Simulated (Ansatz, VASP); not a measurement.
## Two plane-wave programs on Au

Contents of INCAR:

```
SYSTEM = Au
PREC = Accurate
ENCUT = 520
EDIFF = 1E-6
ISMEAR = -1
SIGMA = 0.1
LREAL = .FALSE.
LASPH = .TRUE.
NELM = 80
ALGO = Normal
ISIF = 2
LWAVE = .FALSE.
LCHARG = .FALSE.
GGA = PE
NBANDS = 18
```

The input KPOINTS:

```
regular mesh
0
G
  14 14 7
  0 0 0
```

File POSCAR:

```
Au
1.0
    3.0278765909      0.0000000000      0.0000000000
   -1.5139382954      2.6222180473      0.0000000000
    0.0000000000      0.0000000000      5.0732381569
Au
2
Direct
    0.3333333333      0.6666666667      0.2500000000
    0.6666666667      0.3333333333      0.7500000000
```

Input for Ansatz:

```yaml
crystal:
  lattice:
    - [3.0278765909, 0.0, 0.0]
    - [-1.5139382954, 2.6222180473, 0.0]
    - [0.0, 0.0, 5.0732381569]
  atoms:
    - { symbol: Au, position: [0.3333333333, 0.6666666667, 0.25] }
    - { symbol: Au, position: [0.6666666667, 0.3333333333, 0.75] }
hamiltonian:
  xc: pbe
  pseudopotentials:
    kind: paw
    azcp:
      Au: "pseudopotentials/Au.paw.azcp"
basis:
  ecutwfc: 420
  fft_grid_basis: typed
kpoints:
  mp_grid: { grid: [14, 14, 7], shift: [0, 0, 0] }
magnetization:
  spin_polarized: false
scf:
  occupations: { method: fermi_dirac, width: 0.1 }
  lower_state_search: "off"
output:
  stress: true
```

Alike in both runs: task single point; functional PBE; k mesh 14 × 14 × 7; occupations fermi-dirac, width 0.1 eV; no spin polarisation.

|  | VASP | Ansatz |
| --- | --- | --- |
| version | VASP 6.6.1 | Ansatz 0.2.0 |
| potentials or method | VASP PAW PBE potentials, release 64 (Au), cutoff 520 eV | plane waves (420 eV) with PAW, scalar-relativistic |
| valence electrons in the cell | 22 | 38 |

```tsv
	VASP	Ansatz	Ansatz less VASP
pressure (GPa)	-11.1	-10.9	+0.12
traceless stress, the component that is largest in VASP (GPa)	0.14	0.16	+0.015
```

With one functional, cell and mesh, what is left measures potentials, basis and numerics. VASP's potentials hold 22 valence electrons a cell and Ansatz's 38, so a difference there can come from the potentials and not from the codes.

Spin-orbit coupling is off throughout.
